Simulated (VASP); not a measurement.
# SiC (F-43m) in VASP: notebook

Runs on SiC. Level: PBE. Tasks: single point.

Everything below comes from runs of VASP 6.6.1. Logs are shortened: lines on timing, memory, paths and dates and some standing lists are left out, and cuts for length are marked.

**Experimental background.**

“Insight into the structural, elastic and electronic properties of a new orthorhombic 6O-SiC polytype”, 2020, pmc:7200658 quotes, for a bulk crystal of SiC: band gap 2.4 eV (indirect).

The results are compared with them further down.

**1. The cell of the first run**

It takes space group F-43m (No. 216, cubic). Conventional cell: a = 4.380 Å, b = 4.380 Å, c = 4.380 Å, α = 90.00°, β = 90.00°, γ = 90.00°. Si (site symmetry -43m) has 4 C at 1.90 Å within 2.5 Å. Within 2.5 Å of C (site symmetry -43m) lie 4 Si at 1.90 Å.

**2. Single point, PBE**

The input, INCAR:

```
ALGO     = Normal         # electronic algorithm
EDIFF    = 1E-6           # SCF threshold, eV
ENCUT    = 520            # plane-wave cutoff, eV
GGA      = PE             # functional
ISIF     = 2              # what is computed and relaxed
ISMEAR   = 0              # smearing method
LASPH    = T              # aspherical terms in the spheres
LCHARG   = T              # write CHGCAR
LELF     = T              # ELF
LREAL    = F              # projectors in reciprocal space
LVHAR    = T            
LWAVE    = F              # write WAVECAR
NBANDS   = 11             # bands
NELM     = 100            # most SCF steps
PREC     = Accurate       # precision mode
SIGMA    = 0.02           # smearing width, eV
```

The input, KPOINTS:

```
k-points
0
Gamma
  12 12 12
```

The input, POSCAR:

```
SiC
1.0
    0.0000000000      2.1898640950      2.1898640950
    2.1898640950      0.0000000000      2.1898640950
    2.1898640950      2.1898640950      0.0000000000
Si C
1 1
Direct
    0.0000000000      0.0000000000      0.0000000000
    0.7500000000      0.7500000000      0.7500000000
```

Potentials or basis: VASP PAW PBE potentials, release 64 (Si, C).

The run is started by

```bash
cat potpaw_PBE.64/Si/POTCAR potpaw_PBE.64/C/POTCAR > POTCAR
mpirun -np 1 vasp_std > vasp.out
```

OUTCAR:

```text
EDIFF = 1E-6
   ENCUT = 520
   GGA = PE
   ISIF = 2
   ISMEAR = 0
   LASPH = T
   LREAL = F
   NELM = 100
   PREC = Accurate

 ion  position               nearest neighbor table
   1  0.000  0.000  0.000-   2 1.90   2 1.90   2 1.90   2 1.90
   2  0.750  0.750  0.750-   1 1.90   1 1.90   1 1.90   1 1.90

  LATTYP: Found a face centered cubic cell.
 ALAT       =     4.3797281900

  Lattice vectors:

 A1 = (   0.0000000000,   2.1898640950,   2.1898640950)
 A2 = (   2.1898640950,   0.0000000000,   2.1898640950)
 A3 = (   2.1898640950,   2.1898640950,   0.0000000000)

Analysis of symmetry for initial positions (statically):
=====================================================================
 Subroutine PRICEL returns:
 Original cell was already a primitive cell.

 Routine SETGRP: Setting up the symmetry group for a
 face centered cubic supercell.

 Subroutine GETGRP returns: Found 24 space group operations
 (whereof 24 operations were pure point group operations)
 out of a pool of 48 trial point group operations.

The static configuration has the point symmetry T_d .

Analysis of symmetry for dynamics (positions and initial velocities):
=====================================================================
 Subroutine PRICEL returns:
 Original cell was already a primitive cell.

 Routine SETGRP: Setting up the symmetry group for a
 face centered cubic supercell.

 Subroutine GETGRP returns: Found 24 space group operations
 (whereof 24 operations were pure point group operations)
 out of a pool of 48 trial point group operations.

The dynamic configuration has the point symmetry T_d .

 Subroutine INISYM returns: Found 24 space group operations
 (whereof 24 operations are pure point group operations),
 and found     1 'primitive' translations

----------------------------------------------------------------------------------------

                                     Primitive cell

  volume of cell :      21.0030

  direct lattice vectors                    reciprocal lattice vectors
     0.000000000  2.189864095  2.189864095    -0.228324671  0.228324671  0.228324671
     2.189864095  0.000000000  2.189864095     0.228324671 -0.228324671  0.228324671
     2.189864095  2.189864095  0.000000000     0.228324671  0.228324671 -0.228324671

  length of vectors
     3.096935503  3.096935503  3.096935503     0.395469932  0.395469932  0.395469932

  position of ions in fractional coordinates (direct lattice)
     0.000000000  0.000000000  0.000000000
     0.750000000  0.750000000  0.750000000

  ion indices of the primitive-cell ions
   primitive index   ion index
                 1           1
                 2           2

----------------------------------------------------------------------------------------

 KPOINTS: k-points

Automatic generation of k-mesh.
 Grid dimensions read from file:
 generate k-points for:   12   12   12

 Generating k-lattice:

  Cartesian coordinates                     Fractional coordinates (reciprocal lattice)
    -0.019027056  0.019027056  0.019027056     0.083333333  0.000000000  0.000000000
     0.019027056 -0.019027056  0.019027056     0.000000000  0.083333333  0.000000000
     0.019027056  0.019027056 -0.019027056     0.000000000  0.000000000  0.083333333

  Length of vectors
     0.032955828  0.032955828  0.032955828

  Shift w.r.t. Gamma in fractional coordinates (k-lattice)
     0.000000000  0.000000000  0.000000000

 Subroutine IBZKPT returns following result:
 ===========================================

 Found     72 irreducible k-points:

 Following reciprocal coordinates:
            Coordinates               Weight
  0.000000  0.000000  0.000000      1.000000
  0.083333  0.000000  0.000000      8.000000
  0.166667  0.000000  0.000000      8.000000
  0.250000  0.000000  0.000000      8.000000
  0.333333  0.000000  0.000000      8.000000
  0.416667  0.000000  0.000000      8.000000
[... 16 lines left out ...]
  0.500000  0.166667  0.000000     24.000000
 -0.416667  0.166667  0.000000     24.000000
 [... further k-points ...]
   k-points           NKPTS =     72   k-points in BZ     NKDIM =     72   number of bands    NBANDS=     11
   number of dos      NEDOS =    301   number of ions     NIONS =      2
   total plane-waves  NPLWV =  13824
   dimension x,y,z NGX =    24 NGY =   24 NGZ =   24
   dimension x,y,z NGXF=    48 NGYF=   48 NGZF=   48
   ions per type =               1   1
   NGX,Y,Z   is equivalent  to a cutoff of  12.88, 12.88, 12.88 a.u.
   NGXF,Y,Z  is equivalent  to a cutoff of  25.77, 25.77, 25.77 a.u.
 SYSTEM =  unknown system
   PREC   = accura    normal or accurate (medium, high low for compatibility)
   ISTART =      0    job   : 0-new  1-cont  2-samecut
   ICHARG =      2    charge: 1-file 2-atom 10-const
   ISPIN  =      1    spin polarized calculation?
   LNONCOLLINEAR =      F non collinear calculations
   LSORBIT =      F    spin-orbit coupling
   LASPH  =      T    aspherical Exc in radial PAW
   ENCUT  =  520.0 eV  38.22 Ry    6.18 a.u.   5.76  5.76  5.76*2*pi/ulx,y,z
   NELM   =    100;   NELMIN=  2; NELMDL= -5     # of ELM steps
   EDIFF  = 0.1E-05   stopping-criterion for ELM
   LREAL  =      F    real-space projection
   EDIFFG = 0.1E-04   stopping-criterion for IOM
   NSW    =      0    number of steps for IOM
   IBRION =     -1    ionic relax: 0-MD 1-quasi-New 2-CG
   NFREE  =      0    steps in history (QN), initial steepest desc. (CG)
   ISIF   =      2    stress and relaxation
   ISYM   =      2    0-nonsym 1-usesym 2-fastsym
   POTIM  = 0.5000    time-step for ionic-motion
   TEBEG  =    0.0;   TEEND  =   0.0 temperature during run
   PSTRESS=    0.0 pullay stress
   NELECT =       8.0000    total number of electrons
   NUPDOWN=      -1.0000    fix difference up-down
   EMIN   =  10.00;   EMAX   =-10.00  energy-range for DOS
   EFERMI =   0.00;   METHOD = LEGACY
   ISMEAR =     0;   SIGMA  =   0.02  broadening in eV -4-tet -1-fermi 0-gaus
   EFERMI_NEDOS =   21; number of points for ismear=-14 and -15
   IALGO  =     38    algorithm
   IMIX   =      4    mixing-type and parameters
     AMIX     =   0.40;   BMIX     =  1.00
     AMIX_MAG =   1.60;   BMIX_MAG =  1.00
  volume/ion in A,a.u.               =      10.50        70.87
  Fermi-wavevector in a.u.,A,eV,Ry     =   1.186709  2.242555 19.160797  1.408279
  Thomas-Fermi vector in A             =   2.322876
   LORBIT       =      0    0 simple, 1 ext, 2 COOP (PROOUT), +10 PAW based schemes
   GGA     = PE    functional components
   LHFCALC =     F    Hartree Fock is set to
   AEXX    =    0.0000 exact exchange contribution
   IVDW    =     0    specifies the selected vdW correction
   LEPSILON=     F    determine dielectric tensor
   LRPA    =     F    only Hartree local field effects (RPA)
 non-spin polarized calculation
 Gauss-broadening in eV      SIGMA  =   0.02
  energy-cutoff  :      520.00
  volume of cell :       21.00
 maximum number of plane-waves:       588
   NGX = 11   NGY = 11   NGZ = 11

 number of electron       8.0000001 magnetization

 Free energy of the ion-electron system (eV)
  ---------------------------------------------------
  ext. energy  EPLUGINS =         0.00000000
  ---------------------------------------------------
  free energy    TOTEN  =       -15.06096292 eV

  energy without entropy =      -15.06096292  energy(sigma->0) =      -15.06096292

 E-fermi :   8.0645     XC(G=0): -11.2913

 val. band max:        7.9402932833   @ k =   0.0000   0.0000   0.0000
 cond. band min:       9.3109018286   @ k =   0.5000   0.5000   0.0000
 fundamental gap:      1.3706085453
 Fermi energy:         8.0644839665

 k-point     1 :       0.0000    0.0000    0.0000
  band No.  band energies     occupation
      1      -7.3463      2.00000
      2       7.9403      2.00000
      3       7.9403      2.00000
      4       7.9403      2.00000
      5      13.9995      0.00000
      6      15.1448      0.00000
      7      15.1448      0.00000
      8      15.1448      0.00000
      9      22.3601      0.00000
     10      22.3601      0.00000
     11      24.1903      0.00000

 k-point     2 :       0.0833    0.0000    0.0000
  band No.  band energies     occupation
      1      -7.2121      2.00000
      2       7.2144      2.00000
      3       7.8457      2.00000
      4       7.8457      2.00000
      5      14.2537      0.00000
      6      15.2853      0.00000
      7      15.3190      0.00000
      8      15.3190      0.00000
      9      21.6260      0.00000
     10      21.6260      0.00000
     11      24.1992      0.00000

 k-point     3 :       0.1667    0.0000    0.0000
  band No.  band energies     occupation
      1      -6.8136      2.00000
      2       5.5800      2.00000
      3       7.6116      2.00000
      4       7.6116      2.00000
      5      14.1480      0.00000
      6      15.6610      0.00000
      7      15.6610      0.00000
      8      16.1552      0.00000
      9      20.8456      0.00000
     10      20.8456      0.00000
     11      23.4882      0.00000

 k-point     4 :       0.2500    0.0000    0.0000
  band No.  band energies     occupation
      1      -6.1655      2.00000
      2       3.6751      2.00000
      3       7.3365      2.00000
      4       7.3365      2.00000
      5      13.7980      0.00000
      6      15.7559      0.00000
      7      15.7559      0.00000
      8      17.1610      0.00000
      9      20.9779      0.00000
     10      20.9779      0.00000
     11      22.9520      0.00000

 k-point     5 :       0.3333    0.0000    0.0000
  band No.  band energies     occupation
      1      -5.3072      2.00000
      2       1.8124      2.00000
      3       7.0997      2.00000
      4       7.0997      2.00000
      5      13.4939      0.00000
      6      15.5085      0.00000
      7      15.5085      0.00000
      8      17.7494      0.00000
      9      22.1141      0.00000
     10      22.1141      0.00000
     11      23.0483      0.00000
[... 211 lines left out ...]
 k-point    21 :       0.3333    0.1667    0.0000
  band No.  band energies     occupation
      1      -5.4433      2.00000
      2       3.1899      2.00000
      3       6.1490      2.00000
      4       6.2136      2.00000
      5      12.8021      0.00000
      6      15.4240      0.00000
      7      16.8063      0.00000
      8      17.4865      0.00000
      9      20.4505      0.00000
     10      23.9523      0.00000
     11      25.5929      0.00000

 k-point    22 :       0.4167    0.1667    0.0000
  band No.  band energies     occupation
      1      -4.5533      2.00000
      2       1.5381      2.00000
      3       5.6353      2.00000
      4       6.1231      2.00000
      5      12.6791      0.00000
      6      15.7449      0.00000
      7      17.1408      0.00000
      8      17.3045      0.00000
      9      21.2858      0.00000
     10      25.0953      0.00000
     11      25.6852      0.00000

 k-point    23 :       0.5000    0.1667    0.0000
  band No.  band energies     occupation
      1      -3.6911      2.00000
      2       0.2375      2.00000
      3       5.1824      2.00000
      4       6.2025      2.00000
      5      12.7350      0.00000
      6      15.6502      0.00000
      7      16.7177      0.00000
      8      18.4476      0.00000
      9      21.7732      0.00000
     10      25.0948      0.00000
     11      25.9778      0.00000

 k-point    24 :      -0.4167    0.1667    0.0000
  band No.  band energies     occupation
      1      -3.5154      2.00000
      2       0.0036      2.00000
      3       4.8736      2.00000
      4       6.4385      2.00000
      5      13.0366      0.00000
      6      15.5565      0.00000
      7      16.4050      0.00000
      8      18.9780      0.00000
      9      22.4876      0.00000
     10      23.2134      0.00000
     11      25.9374      0.00000

 [... further k-points ...]

------------------------ aborting loop because EDIFF is reached ----------------------------------------

  FORCE on cell =-STRESS in cart. coord.  units (eV):
  Direction    XX          YY          ZZ          XY          YZ          ZX
  --------------------------------------------------------------------------------------
  -------------------------------------------------------------------------------------
  Total       -0.0063571     -0.0063571     -0.0063571      0.0000000      0.0000000      0.0000000
  in kB       -0.4849421     -0.4849421     -0.4849421      0.0000000      0.0000000      0.0000000
  external PRESSURE =      -0.4849421 kB  Pullay stress =       0.0000000 kB

 VOLUME and BASIS-vectors are now :
 -----------------------------------------------------------------------------
  energy-cutoff  :      520.00
  volume of cell :       21.00
      direct lattice vectors                 reciprocal lattice vectors
     0.000000000  2.189864095  2.189864095    -0.228324671  0.228324671  0.228324671
     2.189864095  0.000000000  2.189864095     0.228324671 -0.228324671  0.228324671
     2.189864095  2.189864095  0.000000000     0.228324671  0.228324671 -0.228324671

 POSITION                                       TOTAL-FORCE (eV/Angst)
 -----------------------------------------------------------------------------------
      0.00000      0.00000      0.00000         0.000000      0.000000      0.000000
      3.28480      3.28480      3.28480        -0.000000     -0.000000     -0.000000
 -----------------------------------------------------------------------------------
    total drift:                               -0.000000     -0.000000     -0.000000

  FREE ENERGIE OF THE ION-ELECTRON SYSTEM (eV)
  ---------------------------------------------------
  free  energy   TOTEN  =       -15.0609629208 eV

  energy  without entropy=      -15.0609629208  energy(sigma->0) =      -15.06096292
```

Run time: 13 s. Hardware: 1 thread of AMD EPYC 7R13 (Zen 3), shared host; peak memory 0.11 GiB.

Results:

| Item | Value |
| --- | --- |
| Free energy | -15.0610 eV |
| Pressure | 0.0 GPa |
| Band gap on the k mesh | 1.37 eV, indirect (least direct gap 4.53 eV) |

Levels at points of the mesh, in eV from the valence-band top:
| k point | band 2 | band 3 | band 4 | band 5 | band 6 | band 7 |
| --- | --- | --- | --- | --- | --- | --- |
| (0.00, 0.00, 0.00) | 0.00 | 0.00 | 0.00 | 6.06 | 7.20 | 7.20 |
| (0.50, 0.00, 0.00) | -8.45 | -1.05 | -1.05 | 5.30 | 7.17 | 7.17 |
| (0.50, 0.50, 0.00) | -7.75 | -3.16 | -3.16 | 1.37 | 4.27 | 13.86 |

**3. Single point, PBE**

The input, INCAR:

```
SYSTEM = SiC
PREC = Accurate
ENCUT = 520
EDIFF = 1E-6
ISMEAR = 0
SIGMA = 0.05
LREAL = .False.
LASPH = .True.
NELM = 60
ALGO = Normal
ISIF = 2
LWAVE = .False.
LCHARG = .False.
GGA = PE
NBANDS = 11
```

The input, KPOINTS:

```
regular mesh
0
Gamma
  10 10 10
  0 0 0
```

The input, POSCAR:

```
SiC
1.0
    0.0000000000      2.1898640927      2.1898640927
    2.1898640927      0.0000000000      2.1898640927
    2.1898640927      2.1898640927      0.0000000000
Si C
1 1
Direct
    0.0000000000      0.0000000000      0.0000000000
    0.7500000000      0.7500000000      0.7500000000
```

Potentials or basis: VASP PAW PBE potentials, release 64 (Si, C).

The run is started by

```bash
cat potpaw_PBE.64/Si/POTCAR potpaw_PBE.64/C/POTCAR > POTCAR
mpirun -np 1 vasp_std > vasp.out
```

It took 9.2 s on 1 thread of Intel Xeon Platinum 8375C at 2.90GHz (Ice Lake), shared host; peak memory 0.13 GiB.

The run converged. Its results:

| Property | Result |
| --- | --- |
| Free energy | -15.0608 eV |
| Pressure | 0.0 GPa |
| Band gap on the k mesh | 1.37 eV, indirect (least direct gap 4.53 eV) |

Levels at points of the mesh, in eV from the valence-band top:
```tsv
k point	band 1	band 2	band 3	band 4	band 5	band 6	band 7	band 8	band 9
(0.00, 0.00, 0.00)	-15.29	0.00	0.00	0.00	6.06	7.20	7.20	7.20	14.42
(0.50, 0.00, 0.00)	-11.78	-8.45	-1.05	-1.05	5.30	7.17	7.17	9.97	16.02
(0.50, 0.50, 0.00)	-10.34	-7.75	-3.16	-3.16	1.37	4.27	13.86	13.86	14.59
```

**4. Single point, PBE**

The input, INCAR:

```
ALGO     = Normal         # electronic algorithm
EDIFF    = 1E-6           # SCF threshold, eV
ENCUT    = 520            # plane-wave cutoff, eV
GGA      = PE             # functional
ISIF     = 2              # what is computed and relaxed
ISMEAR   = 0              # smearing method
LASPH    = T              # aspherical terms in the spheres
LCHARG   = T              # write CHGCAR
LELF     = T              # ELF
LREAL    = F              # projectors in reciprocal space
LVHAR    = T            
LWAVE    = F              # write WAVECAR
NBANDS   = 11             # bands
NELM     = 100            # most SCF steps
PREC     = Accurate       # precision mode
SIGMA    = 0.02           # smearing width, eV
```

The input, KPOINTS:

```
k-points
0
Gamma
  12 12 12
```

POSCAR is that of step 3.

The run is started by

```bash
cat potpaw_PBE.64/Si/POTCAR potpaw_PBE.64/C/POTCAR > POTCAR
mpirun -np 1 vasp_std > vasp.out
```

It took 14 s on 1 thread of Intel Xeon Platinum 8375C at 2.90GHz (Ice Lake), shared host; peak memory 0.13 GiB.

The run converged. Its results:

```yaml
Free_energy: -15.0610 eV
Pressure: 0.0 GPa
Band_gap_on_the_k_mesh: 1.37 eV, indirect (least direct gap 4.53 eV)
```

Levels at points of the mesh, in eV from the valence-band top:
| k point | band 2 | band 3 | band 4 | band 5 | band 6 | band 7 |
| --- | --- | --- | --- | --- | --- | --- |
| (0.00, 0.00, 0.00) | 0.00 | 0.00 | 0.00 | 6.06 | 7.20 | 7.20 |
| (0.50, 0.00, 0.00) | -8.45 | -1.05 | -1.05 | 5.30 | 7.17 | 7.17 |
| (0.50, 0.50, 0.00) | -7.75 | -3.16 | -3.16 | 1.37 | 4.27 | 13.86 |

**5. Single point, PBE**

The input, INCAR:

```
SYSTEM = SiC
PREC = Accurate
ENCUT = 520
EDIFF = 1E-6
ISMEAR = 0
SIGMA = 0.05
LREAL = .FALSE.
LASPH = .TRUE.
NELM = 60
ALGO = Normal
ISIF = 2
LWAVE = .FALSE.
LCHARG = .FALSE.
GGA = PE
NBANDS = 11
```

The input, KPOINTS:

```
regular mesh
0
G
  12 12 12
  0 0 0
```

POSCAR is that of step 4.

The run is started by

```bash
cat potpaw_PBE.64/Si/POTCAR potpaw_PBE.64/C/POTCAR > POTCAR
mpirun -np 1 vasp_std > vasp.out
```

Run time: 12 s. Hardware: 1 thread of Intel Xeon Platinum 8375C at 2.90GHz (Ice Lake), shared host; peak memory 0.14 GiB.

The run converged. Its results:

```yaml
Free_energy: -15.0610 eV
Pressure: 0.0 GPa
Band_gap_on_the_k_mesh: 1.37 eV, indirect (least direct gap 4.53 eV)
```

Levels at points of the mesh, in eV from the valence-band top:
| k point | band 1 | band 2 | band 3 | band 4 | band 5 | band 6 | band 7 | band 8 | band 9 |
| --- | --- | --- | --- | --- | --- | --- | --- | --- | --- |
| (0.00, 0.00, 0.00) | -15.29 | 0.00 | 0.00 | 0.00 | 6.06 | 7.20 | 7.20 | 7.20 | 14.42 |
| (0.50, 0.00, 0.00) | -11.78 | -8.45 | -1.05 | -1.05 | 5.30 | 7.17 | 7.17 | 9.97 | 16.02 |
| (0.50, 0.50, 0.00) | -10.34 | -7.75 | -3.16 | -3.16 | 1.37 | 4.27 | 13.86 | 13.86 | 14.59 |

[end of part 1 of 2]
